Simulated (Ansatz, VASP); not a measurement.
# One calculation of Tl3PI, two programs

```
Tl I P
1.0
     3.70372    6.41502    0.00000
    -3.70372    6.41502    0.00000
     0.00000    0.00000    6.59192
Tl I P
6 2 2
Direct
  0.16078 0.16078 0.25000
  0.83922 0.32156 0.75000
  0.67844 0.16078 0.25000
  0.83922 0.83922 0.75000
  0.16078 0.67844 0.25000
  0.32156 0.83922 0.75000
  0.66667 0.66666 0.25000
  0.33333 0.33334 0.75000
  0.00000 0.00000 0.00000
  0.00000 0.00000 0.50000
```

Alike in both runs: task single point; functional PBE; k mesh 5 × 5 × 5; no spin polarisation.

|  | VASP | Ansatz |
| --- | --- | --- |
| version | VASP 6.6.1 | Ansatz 0.2.0 |
| potentials or method | VASP PAW PBE potentials, release 64 (Tl_d, I, P), cutoff 520 eV | PAW plane waves |
| occupations | fermi-dirac, width 0.1 eV | fermi-dirac |
| valence electrons in the cell | 102 | 122 |

|  | VASP | Ansatz | Ansatz less VASP |
| --- | --- | --- | --- |
| pressure (GPa) | 6.6 | 6.6 | +0.04 |
| traceless stress, the component that is largest in VASP (GPa) | 1.95 | 1.95 | -0.003 |
| rms of the force components (eV/Å) | 0.946 | 0.945 | -0.0008 |

Atom by atom the forces differ by 0.001 eV/Å (rms over components). VASP's potentials hold 102 valence electrons a cell and Ansatz's 122, so a difference there can come from the potentials and not from the codes. Ansatz's warnings: structure snapped to symmetry.

Spin-orbit coupling is off throughout.
